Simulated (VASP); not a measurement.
A run of VASP 6.6.1:

Contents of INCAR:

```
SYSTEM = Ir3Os
ALGO = Normal
EDIFF = 1E-6
EDIFFG = -0.01
ENCUT = 600
GGA = PS
IBRION = 2
ISIF = 3
ISMEAR = -1
LASPH = .TRUE.
LCHARG = .FALSE.
LREAL = .FALSE.
LWAVE = .FALSE.
NELM = 80
NSW = 80
PREC = Accurate
PSTRESS = 200.0
SIGMA = 0.05
```

Contents of KPOINTS:

```
k-points
0
G
  7 7 7
  0 0 0
```

The input POSCAR:

```
Ir3Os
1.0
    3.8480740000      0.0000000000      0.0000000000
    0.0000000000      3.8480740000      0.0000000000
    0.0000000000      0.0000000000      3.8480740000
Os Ir
1 3
Direct
    0.0000000000      0.0000000000      0.0000000000
    0.0000000000      0.5000000000      0.5000000000
    0.5000000000      0.5000000000      0.0000000000
    0.5000000000      0.0000000000      0.5000000000
```

Potentials or basis: VASP PAW PBE potentials, release 64 (Os, Ir).

Launch:

```bash
$ cat potpaw_PBE.64/Os/POTCAR potpaw_PBE.64/Ir/POTCAR > POTCAR
$ mpirun -np 1 vasp_std > vasp.out
```

Hardware: 1 thread of Intel(R) Xeon(R) 6975P-C (Granite Rapids), with other jobs on the host.

Task: Estimate the wall time of this run.

Result: Wall time 53 s on 1 thread of Intel(R) Xeon(R) 6975P-C (Granite Rapids) (shared host), peak memory 0.2 GiB. Counts: scf iterations 48, k points 20, ion steps 5.
